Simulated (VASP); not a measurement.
Wanted: the native input for a VASP 6.6.1 run.

| Property | Result |
| --- | --- |
| Task | single point |
| Functional | PBE |
| Potentials or basis | VASP PAW PBE potentials, release 64 (Mg, Te) |
| Cutoff | 520 eV |
| k mesh | 2 × 2 × 2 |
| Occupations | fermi-dirac, width 0.0861733 eV |
| Spin | no spin polarisation |
| Dipole correction | no |
| Further INCAR settings | ALGO = Normal; EDIFF = 1e-06; NBANDS = 14 |

The structure of Mg3Te lies in POSCAR:

```
Mg3Te
1.0
   -2.1393600000      2.1393600000      5.2824880000
    2.1393600000     -2.1393600000      5.2824880000
    2.1393600000      2.1393600000     -5.2824880000
Mg Te
3 1
Direct
    0.5000000000      0.5000000000      0.0000000000
    0.7500000000      0.2500000000      0.5000000000
    0.2500000000      0.7500000000      0.5000000000
    0.0000000000      0.0000000000      0.0000000000
```

One way to write it, as run:

INCAR

```
PREC = Accurate
ENCUT = 520
EDIFF = 1E-6
ISMEAR = -1
SIGMA = 0.08617333262145177
LREAL = F
LASPH = T
NELM = 80
ALGO = Normal
ISIF = 2
LWAVE = F
LCHARG = F
GGA = PE
NBANDS = 14
```

KPOINTS

```
regular mesh
0
Gamma
  2 2 2
```

Potentials or basis: VASP PAW PBE potentials, release 64 (Mg, Te).

Launch:

```sh
$ cat potpaw_PBE.64/Mg/POTCAR potpaw_PBE.64/Te/POTCAR > POTCAR
$ mpirun -np 1 vasp_std > vasp.out
```

It gave:

```yaml
Pressure: 2.5 GPa
Band_gap_on_the_k_mesh: zero (band 6 reaches 5.08 eV, above the bottom of band 7 at 4.43 eV)
```

Caveat: the k points lie up to 1.04 Å⁻¹ apart; spin-orbit coupling is left out, which moves the levels of the heavy elements.

Wall time 15 s on 1 thread of Intel(R) Xeon(R) Platinum 8375C CPU @ 2.90GHz (Ice Lake), on a shared host, peak memory 0.3 GiB.
